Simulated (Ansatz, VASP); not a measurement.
This is a calculation of CsSnI3 for VASP 6.6.1.

The input INCAR:

```
  PREC = Accurate
  ENCUT = 520
  EDIFF = 1E-6
  ISMEAR = -1
  SIGMA = 0.05
  LREAL = F
  LASPH = T
  NELM = 60
  ALGO = Normal
  ISIF = 2
  LWAVE = F
  LCHARG = F
  NBANDS = 30
```

Contents of KPOINTS:

```
Automatic mesh
0
Gamma
  5 5 5
```

Contents of POSCAR:

```
CsSnI3
1.0
    6.0790175149      0.0000000000      0.0000000000
    0.0000000000      6.0790175149      0.0000000000
    0.0000000000      0.0000000000      6.0790175149
Cs I Sn
1 3 1
Direct
    0.0000000000      0.0000000000      0.0000000000
    0.5000000000      0.5000000000      0.0000000000
    0.5000000000      0.0000000000      0.5000000000
    0.0000000000      0.5000000000      0.5000000000
    0.5000000000      0.5000000000      0.5000000000
```

Potentials or basis: VASP PAW LDA potentials, release 64 (Cs_sv, I, Sn_d).

Launch:

```console
$ cat potpaw_LDA.64/Cs_sv/POTCAR potpaw_LDA.64/I/POTCAR potpaw_LDA.64/Sn_d/POTCAR > POTCAR
$ mpirun -np 1 vasp_std > vasp.out
```

Question: Translate it to Ansatz 0.2.0. Potentials there: all-electron LAPW, scalar-relativistic.

Answer: As run (the cutoff follows the program's own potentials):

Contents of input.yaml:

```yaml
crystal:
  lattice:
    - [6.0790175149, 0.0, 0.0]
    - [0.0, 6.0790175149, 0.0]
    - [0.0, 0.0, 6.0790175149]
  atoms:
    - { symbol: Cs, position: [0.0, 0.0, 0.0] }
    - { symbol: I, position: [0.5, 0.5, 0.0] }
    - { symbol: I, position: [0.5, 0.0, 0.5] }
    - { symbol: I, position: [0.0, 0.5, 0.5] }
    - { symbol: Sn, position: [0.5, 0.5, 0.5] }
kpoints:
  mp_grid: { grid: [5, 5, 5] }
scf:
  occupations: { method: fermi_dirac, width: 0.05 }
hamiltonian:
  xc: lda
  pseudopotentials: { kind: all_electron, lapw: { basis_error: 0.002 } }
output:
  forces: true
  stress: true
  eigenvalues: true
```

Potentials or basis: all-electron LAPW, scalar-relativistic.

Command:

```bash
$ ansatz run input.yaml --threads 4 --pin off --max-ram 12288MiB --backend cpu --events-out ev --progress --plain --runs-dir out
```

Both were run:

|  | VASP | Ansatz | Ansatz less VASP |
| --- | --- | --- | --- |
| gap on the k mesh at the Fermi level (eV) | 1.68 | 1.69 | +0.013 |
| least direct gap on the mesh (eV) | 1.68 | 1.69 | +0.013 |
| pressure (GPa) | -0.6 | -0.6 | -0.01 |

LDA's correlation is that of Perdew and Zunger in VASP and of Perdew and Wang (1992) in Ansatz. Ansatz ran all-electron here, and VASP with PAW potentials.

Spin-orbit coupling is off throughout.
